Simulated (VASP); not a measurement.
# GaN: relaxation of cell and atoms with PBEsol

The system is GaN.

```
CELL_PARAMETERS angstrom
3.18257 0.00000 0.00000
-1.59129 2.75619 0.00000
0.00000 0.00000 5.18541
ATOMIC_POSITIONS crystal
Ga 0.33333 0.66667 0.99919
Ga 0.66667 0.33333 0.49919
N 0.33333 0.66667 0.37581
N 0.66667 0.33333 0.87581
```

* Program: VASP 6.6.1
* Task: relaxation of cell and atoms
* Functional: PBEsol
* Potentials or basis: VASP PAW PBE potentials, release 64 (Ga_d, N)
* Cutoff: 600 eV
* k mesh: 8 × 8 × 4
* Occupations: gaussian, width 0.01 eV
* Spin: no spin polarisation
* Target pressure: 10 GPa
* Dipole correction: no
* Further INCAR settings: ALGO = Normal; EDIFF = 1e-07; IBRION = 2; EDIFFG = -0.002; NSW = 100; ISIF = 3

The relaxed volume is 10.82 Å³/atom. The relaxed cell is a = 3.130 Å, b = 3.130 Å, c = 5.101 Å, α = 90.00°, β = 90.00°, γ = 120.00°. The space group after relaxing (to 0.05 Å) is P6_3mc (No. 186), the energy change on relaxing (the enthalpy is what falls) is +15.8 meV/atom and the ionic steps are 11. The pressure after relaxing is 10.0 GPa and the band gap on the k mesh is 2.22 eV, direct.

The path:
| step | energy change (eV) | largest force (eV/Å) | pressure (GPa) | volume (Å³) |
| --- | --- | --- | --- | --- |
| 1 | 0.0000 | 0.0002 | -0.39 | 45.49 |
| 2 | 0.3305 | 0.0276 | 25.40 | 40.80 |
| 3 | 0.0615 | 0.0108 | 9.87 | 43.30 |
| 4 | 0.0642 | 0.0111 | 10.09 | 43.26 |
| 5 | 0.0620 | 0.0034 | 9.85 | 43.29 |
| 6 | 0.0629 | 0.0029 | 10.01 | 43.28 |
| 7 | 0.0628 | 0.0020 | 9.97 | 43.28 |
| 8 | 0.0628 | 0.0028 | 9.96 | 43.28 |
| 9 | 0.0629 | 0.0029 | 9.98 | 43.28 |
| 10 | 0.0630 | 0.0003 | 10.01 | 43.28 |
| 11 | 0.0631 | 0.0007 | 10.00 | 43.28 |

Final structure:
```xyz
4
Lattice="3.1300 0.0000 0.0000 -1.5650 2.7106 0.0000 0.0000 0.0000 5.1008" Properties=species:S:1:pos:R:3 pbc="T T T"
Ga    0.0000    1.8071    5.0972
Ga    1.5650    0.9035    2.5468
N     0.0000    1.8071    1.9164
N     1.5650    0.9035    4.4668
```

Levels at points of the mesh, in eV from the valence-band top:
```tsv
k point	band 14	band 15	band 16	band 17	band 18	band 19	band 20	band 21	band 22
(0.00, 0.00, 0.00)	-1.11	-1.11	-0.05	0.00	0.00	2.22	4.54	9.40	10.11
(0.50, 0.00, 0.00)	-5.53	-4.51	-2.97	-2.41	-1.08	5.08	5.77	6.11	8.99
(0.00, 0.00, 0.50)	-3.98	-0.57	-0.57	-0.57	-0.57	4.54	4.54	8.64	8.64
(0.50, 0.00, 0.50)	-6.96	-2.10	-2.10	-2.04	-2.04	4.45	4.45	8.01	8.01
```

Wall time 3.4 min on 1 thread of Intel(R) Xeon(R) Platinum 8488C (Sapphire Rapids), with other jobs on the host, peak memory 0.2 GiB.

Caveat: the cell is relaxed towards a set pressure, so the enthalpy falls and the energy may rise; the PAW data sets were made with another functional, which shifts forces and pressure a little. PBEsol gaps usually lie below the measured ones, often by a third to a half.
